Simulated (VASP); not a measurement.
# Zr2N (P4_2/mnm) in VASP: a series of runs, part 2 of 2

VASP 6.6.1. Earlier steps stand in the parts before.

### 4 Single point, r2SCAN

This run uses another cell than the first one, of 16.14 Å³/atom.

The input, POSCAR:

```
Zr2N
1.0
    5.4170524518      0.0000000000      0.0000000000
    0.0000000000      5.4170524518      0.0000000000
    0.0000000000      0.0000000000      3.3004444798
Zr N
4 2
Direct
    0.2965720821      0.2965720821      0.0000000000
    0.7034279179      0.7034279179      0.0000000000
    0.7965720821      0.2034279179      0.5000000000
    0.2034279179      0.7965720821      0.5000000000
    0.0000000000      0.0000000000      0.0000000000
    0.5000000000      0.5000000000      0.5000000000
```

The input, INCAR.step1:

```
PREC     = Accurate       # precision mode
ENCUT    = 520            # plane-wave cutoff, eV
ISMEAR   = 0              # smearing method
SIGMA    = 0.15           # smearing width, eV
LREAL    = False          # projectors in reciprocal space
LASPH    = True           # aspherical terms in the spheres
NELM     = 100            # most SCF steps
NBANDS   = 38             # bands
GGA      = PE             # functional
ALGO     = Normal         # electronic algorithm
EDIFF    = 1E-4           # SCF threshold, eV
LWAVE    = True           # write WAVECAR
LCHARG   = False          # write CHGCAR
```

The input, INCAR.step2:

```
PREC     = Accurate       # precision mode
ENCUT    = 520            # plane-wave cutoff, eV
EDIFF    = 1E-6           # SCF threshold, eV
ISMEAR   = 0              # smearing method
SIGMA    = 0.15           # smearing width, eV
LREAL    = False          # projectors in reciprocal space
LASPH    = True           # aspherical terms in the spheres
NELM     = 100            # most SCF steps
ALGO     = Normal         # electronic algorithm
ISIF     = 2              # what is computed and relaxed
LWAVE    = False          # write WAVECAR
LCHARG   = True           # write CHGCAR
METAGGA  = R2SCAN         # meta-GGA
LMIXTAU  = True         
LELF     = True           # ELF
LVHAR    = True         
NBANDS   = 38             # bands
ISTART   = 1
```

The input, KPOINTS:

```
regular mesh
0
Gamma
  6 6 10
```

Potentials or basis: VASP PAW PBE potentials, release 64 (Zr_sv, N).

Launch:

```
$ cat potpaw_PBE.64/Zr_sv/POTCAR potpaw_PBE.64/N/POTCAR > POTCAR
$ cp INCAR.step1 INCAR
$ mpirun -np 1 vasp_std > vasp.out
$ cp INCAR.step2 INCAR
$ mpirun -np 1 vasp_std > vasp.out
```

OUTCAR:

```text
PREC = Accurate
   ENCUT = 520
   EDIFF = 1E-6
   ISMEAR = 0
   LREAL = False
   LASPH = True
   NELM = 100
   ISIF = 2
   METAGGA = R2SCAN
   ISTART = 1

 ion  position               nearest neighbor table
   1  0.297  0.297  0.000-   6 2.27   6 2.27   5 2.27   2 3.12   4 3.21   3 3.21   4 3.21   3 3.21
                             4 3.21   4 3.21   3 3.21   3 3.21   2 3.90   2 3.90
   2  0.703  0.703  0.000-   6 2.27   6 2.27   5 2.27   1 3.12   4 3.21   3 3.21   4 3.21   3 3.21
                             3 3.21   3 3.21   4 3.21   4 3.21   1 3.90   1 3.90
   3  0.797  0.203  0.500-   5 2.27   5 2.27   6 2.27   4 3.12   1 3.21   1 3.21   2 3.21   2 3.21
                             2 3.21   2 3.21   1 3.21   1 3.21   4 3.90   4 3.90
   4  0.203  0.797  0.500-   5 2.27   5 2.27   6 2.27   3 3.12   1 3.21   1 3.21   2 3.21   2 3.21
                             1 3.21   1 3.21   2 3.21   2 3.21   3 3.90   3 3.90
   5  0.000  0.000  0.000-   3 2.27   4 2.27   3 2.27   4 2.27   1 2.27   2 2.27
   6  0.500  0.500  0.500-   1 2.27   2 2.27   1 2.27   2 2.27   3 2.27   4 2.27

  LATTYP: Found a simple tetragonal cell.
 ALAT       =     5.4170524518
 C/A-ratio  =     0.6092694337

  Lattice vectors:

 A1 = (   5.4170524518,   0.0000000000,   0.0000000000)
 A2 = (   0.0000000000,   5.4170524518,   0.0000000000)
 A3 = (   0.0000000000,   0.0000000000,   3.3004444798)

Analysis of symmetry for initial positions (statically):
=====================================================================
 Subroutine PRICEL returns:
 Original cell was already a primitive cell.

 Routine SETGRP: Setting up the symmetry group for a
 simple tetragonal supercell.

 Subroutine GETGRP returns: Found 16 space group operations
 (whereof  8 operations were pure point group operations)
 out of a pool of 16 trial point group operations.

The static configuration has the point symmetry D_2h.
 The point group associated with its full space group is D_4h.

Analysis of symmetry for dynamics (positions and initial velocities):
=====================================================================
 Subroutine PRICEL returns:
 Original cell was already a primitive cell.

 Routine SETGRP: Setting up the symmetry group for a
 simple tetragonal supercell.

 Subroutine GETGRP returns: Found 16 space group operations
 (whereof  8 operations were pure point group operations)
 out of a pool of 16 trial point group operations.

The dynamic configuration has the point symmetry D_2h.
 The point group associated with its full space group is D_4h.

 Subroutine INISYM returns: Found 16 space group operations
 (whereof  8 operations are pure point group operations),
 and found     1 'primitive' translations

----------------------------------------------------------------------------------------

                                     Primitive cell

  volume of cell :      96.8498

  direct lattice vectors                    reciprocal lattice vectors
     5.417052452  0.000000000  0.000000000     0.184602237  0.000000000  0.000000000
     0.000000000  5.417052452  0.000000000     0.000000000  0.184602237  0.000000000
     0.000000000  0.000000000  3.300444480     0.000000000  0.000000000  0.302989493

  length of vectors
     5.417052452  5.417052452  3.300444480     0.184602237  0.184602237  0.302989493

  position of ions in fractional coordinates (direct lattice)
     0.296572082  0.296572082  0.000000000
     0.703427918  0.703427918  0.000000000
[... 64 lines left out ...]
  0.333333  0.000000  0.200000      8.000000
  0.500000  0.000000  0.200000      4.000000
 [... further k-points ...]
   k-points           NKPTS =     60   k-points in BZ     NKDIM =     60   number of bands    NBANDS=     38
   number of dos      NEDOS =    301   number of ions     NIONS =      6
   total plane-waves  NPLWV =  44800
   dimension x,y,z NGX =    40 NGY =   40 NGZ =   28
   dimension x,y,z NGXF=    80 NGYF=   80 NGZF=   56
   ions per type =               4   2
   NGX,Y,Z   is equivalent  to a cutoff of  12.28, 12.28, 14.10 a.u.
   NGXF,Y,Z  is equivalent  to a cutoff of  24.55, 24.55, 28.21 a.u.
 SYSTEM =  unknown system
   PREC   = accura    normal or accurate (medium, high low for compatibility)
   ISTART =      1    job   : 0-new  1-cont  2-samecut
   ICHARG =      0    charge: 1-file 2-atom 10-const
   ISPIN  =      1    spin polarized calculation?
   LNONCOLLINEAR =      F non collinear calculations
   LSORBIT =      F    spin-orbit coupling
   LASPH  =      T    aspherical Exc in radial PAW
   ENCUT  =  520.0 eV  38.22 Ry    6.18 a.u.  10.07 10.07  6.14*2*pi/ulx,y,z
   NELM   =    100;   NELMIN=  2; NELMDL=  0     # of ELM steps
   EDIFF  = 0.1E-05   stopping-criterion for ELM
   LREAL  =      F    real-space projection
   EDIFFG = 0.1E-04   stopping-criterion for IOM
   NSW    =      0    number of steps for IOM
   IBRION =     -1    ionic relax: 0-MD 1-quasi-New 2-CG
   NFREE  =      0    steps in history (QN), initial steepest desc. (CG)
   ISIF   =      2    stress and relaxation
   ISYM   =      2    0-nonsym 1-usesym 2-fastsym
   POTIM  = 0.5000    time-step for ionic-motion
   TEBEG  =    0.0;   TEEND  =   0.0 temperature during run
   PSTRESS=    0.0 pullay stress
   NELECT =      58.0000    total number of electrons
   NUPDOWN=      -1.0000    fix difference up-down
   EMIN   =  10.00;   EMAX   =-10.00  energy-range for DOS
   EFERMI =   0.00;   METHOD = LEGACY
   ISMEAR =     0;   SIGMA  =   0.15  broadening in eV -4-tet -1-fermi 0-gaus
   EFERMI_NEDOS =   21; number of points for ismear=-14 and -15
   IALGO  =     38    algorithm
   IMIX   =      4    mixing-type and parameters
     AMIX     =   0.40;   BMIX     =  1.00
     AMIX_MAG =   1.60;   BMIX_MAG =  1.00
  volume/ion in A,a.u.               =      16.14       108.93
  Fermi-wavevector in a.u.,A,eV,Ry     =   1.379912  2.607655 25.907623  1.904157
  Thomas-Fermi vector in A             =   2.504838
   LORBIT       =      0    0 simple, 1 ext, 2 COOP (PROOUT), +10 PAW based schemes
   METAGGA = R2SCAN    functional components
   LHFCALC =     F    Hartree Fock is set to
   AEXX    =    0.0000 exact exchange contribution
   IVDW    =     0    specifies the selected vdW correction
   LEPSILON=     F    determine dielectric tensor
   LRPA    =     F    only Hartree local field effects (RPA)
 non-spin polarized calculation
 Gauss-broadening in eV      SIGMA  =   0.15
  energy-cutoff  :      520.00
  volume of cell :       96.85
 maximum number of plane-waves:      2634
   NGX = 21   NGY = 21   NGZ = 13

 number of electron      58.0000001 magnetization

 Free energy of the ion-electron system (eV)
  ---------------------------------------------------
  ext. energy  EPLUGINS =         0.00000000
  ---------------------------------------------------
  free energy    TOTEN  =      -117.75318266 eV

  energy without entropy =     -117.72695213  energy(sigma->0) =     -117.74006740

 E-fermi :   9.7999     XC(G=0): -12.5500

 val. band max:        9.7841067734   @ k =   0.3333   0.3333   0.2000
 cond. band min:       9.8159955171   @ k =   0.1667   0.0000   0.2000
 fundamental gap:      0.0318887437
 Fermi energy:         9.7998796970

 k-point     1 :       0.0000    0.0000    0.0000
  band No.  band energies     occupation
      1     -40.7074      2.00000
      2     -40.5615      2.00000
      3     -40.5615      2.00000
      4     -40.5017      2.00000
      5     -18.9362      2.00000
      6     -18.3421      2.00000
[... 973 lines left out ...]
     37      14.2696      0.00000
     38      14.2713      0.00000

 [... further k-points ...]

------------------------ aborting loop because EDIFF is reached ----------------------------------------

  FORCE on cell =-STRESS in cart. coord.  units (eV):
  Direction    XX          YY          ZZ          XY          YZ          ZX
  --------------------------------------------------------------------------------------
  -------------------------------------------------------------------------------------
  Total        0.0219939      0.0219939      0.2060537      0.0000000      0.0000000      0.0000000
  in kB        0.3638435      0.3638435      3.4087299      0.0000000      0.0000000      0.0000000
  external PRESSURE =       1.3788056 kB  Pullay stress =       0.0000000 kB

 VOLUME and BASIS-vectors are now :
 -----------------------------------------------------------------------------
  energy-cutoff  :      520.00
  volume of cell :       96.85
      direct lattice vectors                 reciprocal lattice vectors
     5.417052452  0.000000000  0.000000000     0.184602237  0.000000000  0.000000000
     0.000000000  5.417052452  0.000000000     0.000000000  0.184602237  0.000000000
     0.000000000  0.000000000  3.300444480     0.000000000  0.000000000  0.302989493

 POSITION                                       TOTAL-FORCE (eV/Angst)
 -----------------------------------------------------------------------------------
      1.60655      1.60655      0.00000        -0.018384     -0.018384      0.000000
      3.81051      3.81051      0.00000         0.018384      0.018384     -0.000000
      4.31507      1.10198      1.65022        -0.018384      0.018384     -0.000000
      1.10198      4.31507      1.65022         0.018384     -0.018384     -0.000000
      0.00000      0.00000      0.00000        -0.000000      0.000000     -0.000000
      2.70853      2.70853      1.65022        -0.000000      0.000000     -0.000000
 -----------------------------------------------------------------------------------
    total drift:                                0.000000     -0.000000      0.000000

  FREE ENERGIE OF THE ION-ELECTRON SYSTEM (eV)
  ---------------------------------------------------
  free  energy   TOTEN  =      -117.7531826616 eV

  energy  without entropy=     -117.7269521293  energy(sigma->0) =     -117.74006740
```

It took 15 min on 1 thread of Oxide Virtual Turin-like, shared host; peak memory 0.28 GiB.

Results:

```
Free energy            : -117.7532 eV
Pressure               : 0.1 GPa
Largest force          : 0.026 eV/Å
Band gap on the k mesh : zero (bands 29 and 30 overlap by 2.63 eV)
```

Forces in eV/Å, atoms in the order of the input:
```
Zr  -0.018 -0.018  0.000
Zr   0.018  0.018  0.000
Zr  -0.018  0.018  0.000
Zr   0.018 -0.018  0.000
N    0.000  0.000  0.000
N    0.000  0.000  0.000
```

Levels at points of the mesh, in eV from the Fermi level:
| k point | band 26 | band 27 | band 28 | band 29 | band 30 | band 31 | band 32 | band 33 |
| --- | --- | --- | --- | --- | --- | --- | --- | --- |
| (0.00, 0.00, 0.00) | -2.06 | 0.06 | 0.73 | 0.88 | 1.01 | 1.01 | 1.42 | 1.56 |
| (0.50, 0.00, 0.00) | -2.19 | -1.05 | -1.05 | 1.44 | 1.44 | 1.64 | 1.64 | 1.83 |
| (0.50, 0.50, 0.00) | -1.70 | -1.12 | -1.12 | 0.91 | 0.91 | 1.44 | 1.44 | 1.76 |
| (0.00, 0.00, 0.50) | -1.34 | -1.21 | -1.21 | -1.19 | -1.19 | 2.00 | 2.00 | 3.23 |
| (0.50, 0.00, 0.50) | -1.83 | -1.02 | -1.02 | -0.90 | -0.90 | 1.55 | 1.55 | 3.49 |
| (0.50, 0.50, 0.50) | -1.66 | -0.84 | -0.84 | -0.42 | -0.42 | 1.13 | 1.13 | 2.63 |

Caveat: the PAW data sets were made with another functional, which shifts forces and pressure a little.

### 5 The runs side by side

| cell | k mesh | smearing | gap on the mesh (eV) | pressure (GPa) |
| --- | --- | --- | --- | --- |
| a = 5.183, b = 5.183, c = 3.174 Å, 6 atoms, atomic positions A | 8 × 8 × 10 | gaussian 0.1 eV | none | 30.3 |
| a = 5.284, b = 5.284, c = 3.231 Å, 6 atoms, atomic positions B | 8 × 8 × 10 | gaussian 0.1 eV | none | 15.2 |
| a = 5.417, b = 5.417, c = 3.300 Å, 6 atoms, atomic positions C | 6 × 6 × 10 | gaussian 0.15 eV | none | 0.1 |

Alike in all rows: task single point; level r2SCAN; potentials or basis VASP PAW PBE potentials, release 64 (Zr_sv, N); no spin polarisation; cutoff (eV) 520.

Caveats: the PAW data sets were made with another functional, which shifts forces and pressure a little; the cell stands under pressure (at least some runs).

Total energies depend on the potentials used, so only differences within one code and one set of settings carry meaning.

The gap in the log of VASP goes by the Fermi energy; the results here count the filled bands.